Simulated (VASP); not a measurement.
A run of VASP 6.6.1:

INCAR

```
SYSTEM = MgO
  ALGO = Normal
  EDIFF = 1E-6
  ENCUT = 600
  GGA = PE
  GGA_COMPAT = .False.
  ISIF = 2
  ISMEAR = 0
  LASPH = .True.
  LCHARG = .False.
  LREAL = .False.
  LWAVE = .False.
  NBANDS = 11
  NELM = 120
  PREC = Accurate
  SIGMA = 0.05
```

The input KPOINTS:

```
k-points
0
Gamma
  10 10 10
  0 0 0
```

File POSCAR:

```
MgO
1.0
    0.0000000000      2.1272186771      2.1272186771
    2.1272186771      0.0000000000      2.1272186771
    2.1272186771      2.1272186771      0.0000000000
Mg O
1 1
Direct
    0.0332654605      0.0332654605     -0.0332654605
    0.4494645280      0.4494645280      0.5505354720
```

Potentials or basis: VASP PAW PBE potentials, release 64 (Mg, O).

Command:

```sh
$ cat potpaw_PBE.64/Mg/POTCAR potpaw_PBE.64/O/POTCAR > POTCAR
$ mpirun -np 1 vasp_std > vasp.out
```

Hardware: 1 thread of Intel(R) Xeon(R) Platinum 8259CL CPU @ 2.50GHz (Skylake/Cascade Lake), on a shared host.

Q: Estimate the wall time of this run.

A: Wall time 14 s on 1 thread of Intel(R) Xeon(R) Platinum 8259CL CPU @ 2.50GHz (Skylake/Cascade Lake) (shared host), peak memory 0.16 GiB. Counts: scf iterations 13, k points 102.
